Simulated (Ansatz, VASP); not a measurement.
# MgS: VASP beside Ansatz

```
CELL_PARAMETERS angstrom
0.00000 2.59131 2.59131
2.59131 0.00000 2.59131
2.59131 2.59131 0.00000
ATOMIC_POSITIONS crystal
Mg 0.00000 0.00000 0.00000
S 0.50000 0.50000 0.50000
```

Alike in both runs: task single point; functional PBEsol; k mesh 6 × 6 × 6; no spin polarisation.

|  | VASP | Ansatz |
| --- | --- | --- |
| version | VASP 6.6.1 | Ansatz 0.2.0 |
| potentials or method | VASP PAW PBE potentials, release 64 (Mg, S), cutoff 600 eV | scalar-relativistic, plane waves, PAW |
| occupations | gaussian, width 0.01 eV | fixed |
| valence electrons in the cell | 8 | 16 |

```tsv
	VASP	Ansatz	Ansatz less VASP
gap on the k mesh at the Fermi level (eV)	2.73	2.72	-0.003
least direct gap on the mesh (eV)	3.69	3.69	0.000
pressure (GPa)	-0.2	0.0	+0.19
```

VASP's potentials were made for PBE, not for PBEsol. VASP's potentials hold 8 valence electrons a cell and Ansatz's 16, so a difference there can come from the potentials and not from the codes.
